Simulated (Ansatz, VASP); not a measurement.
## ScInS3 in VASP and in Ansatz

```xyz
5
Lattice="3.2829 1.8954 3.3450 -3.2829 1.8954 3.3450 0.0000 -3.7907 3.3450" Properties=species:S:1:pos:R:3 pbc="T T T"
Sc    0.0000    0.0000    5.0175
In    0.0000    0.0000    0.0000
S     1.2087   -2.0935    5.0175
S    -2.4173    0.0000    5.0175
S     1.2087    2.0935    5.0175
```

Change from the starting cell: species swapped into the CsPbCl3 type (R32, No. 155).

Alike in both runs: task single point; functional PBE; k mesh 6 × 6 × 6; occupations gaussian, width 0.1 eV; collinear spin.

|  | VASP | Ansatz |
| --- | --- | --- |
| version | VASP 6.6.1 | Ansatz 0.2.0 |
| potentials or method | VASP PAW PBE potentials, release 64 (Sc_sv, In_d, S), cutoff 520 eV | scalar-relativistic, plane waves, PAW |
| valence electrons in the cell | 42 | 42 |

|  | VASP | Ansatz | Ansatz less VASP |
| --- | --- | --- | --- |
| gap on the k mesh at the Fermi level (eV) | none | none | - |
| pressure (GPa) | 0.2 | 0.2 | -0.04 |
| traceless stress, the component that is largest in VASP (GPa) | -0.08 | 0.00 | +0.083 |
| rms of the force components (eV/Å) | 0.010 | 0.002 | -0.0079 |
| net moment per atom (μB) | 0.00 | 0.00 | 0.000 |

Atom by atom the forces differ by 0.012 eV/Å (rms over components). A gap of «none» marks a metal or a gap that the smearing closes. With one functional, cell and mesh, what is left measures potentials, basis and numerics. Ansatz's warnings: seeded moment not kept.
